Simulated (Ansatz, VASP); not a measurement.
# ZrC: VASP beside Ansatz

The input INCAR:

```
SYSTEM = ZrC
PREC     = Accurate       ! precision mode
ENCUT    = 520            ! plane-wave cutoff, eV
EDIFF    = 1E-6           ! SCF threshold, eV
ISMEAR   = -1             ! smearing method
SIGMA    = 0.05           ! smearing width, eV
LREAL    = .False.        ! projectors in reciprocal space
LASPH    = .True.         ! aspherical terms in the spheres
NELM     = 100            ! most SCF steps
ALGO     = Normal         ! electronic algorithm
ISIF     = 2              ! what is computed and relaxed
LWAVE    = .False.        ! write WAVECAR
LCHARG   = .True.         ! write CHGCAR
GGA      = PE             ! functional
LELF     = .True.         ! ELF
LVHAR    = .True.       
NBANDS   = 15             ! bands
```

KPOINTS

```
Automatic mesh
0
Gamma
  15 15 15
  0 0 0
```

POSCAR

```
ZrC
1.0
    0.0000000000      2.3026411936      2.3026411936
    2.3026411936      0.0000000000      2.3026411936
    2.3026411936      2.3026411936      0.0000000000
Zr C
1 1
Direct
    0.5000000000      0.5000000000      0.5000000000
    0.0000000000      0.0000000000      0.0000000000
```

Input for Ansatz:

```yaml
crystal:
  lattice:
    - [0.0, 2.3026411936, 2.3026411936]
    - [2.3026411936, 0.0, 2.3026411936]
    - [2.3026411936, 2.3026411936, 0.0]
  atoms:
    - { symbol: Zr, position: [0.5, 0.5, 0.5] }
    - { symbol: C, position: [0.0, 0.0, 0.0] }
kpoints:
  mp_grid: { grid: [15, 15, 15] }
scf:
  occupations: { method: fermi_dirac, width: 0.05 }
hamiltonian:
  xc: pbe
  pseudopotentials: { kind: all_electron, lapw: { basis_error: 0.00025 } }
output:
  forces: true
  stress: true
  eigenvalues: true
```

Change from the starting cell: volume scaled by 0.9405.

Alike in both runs: task single point; functional PBE; k mesh 15 × 15 × 15; occupations fermi-dirac, width 0.05 eV; no spin polarisation.

|  | VASP | Ansatz |
| --- | --- | --- |
| version | VASP 6.6.1 | Ansatz 0.2.0 |
| potentials or method | VASP PAW PBE potentials, release 64 (Zr_sv, C), cutoff 520 eV | all-electron LAPW, scalar-relativistic |

```tsv
	VASP	Ansatz	Ansatz less VASP
pressure (GPa)	17.2	17.0	-0.23
```

Ansatz ran all-electron here, and VASP with PAW potentials.
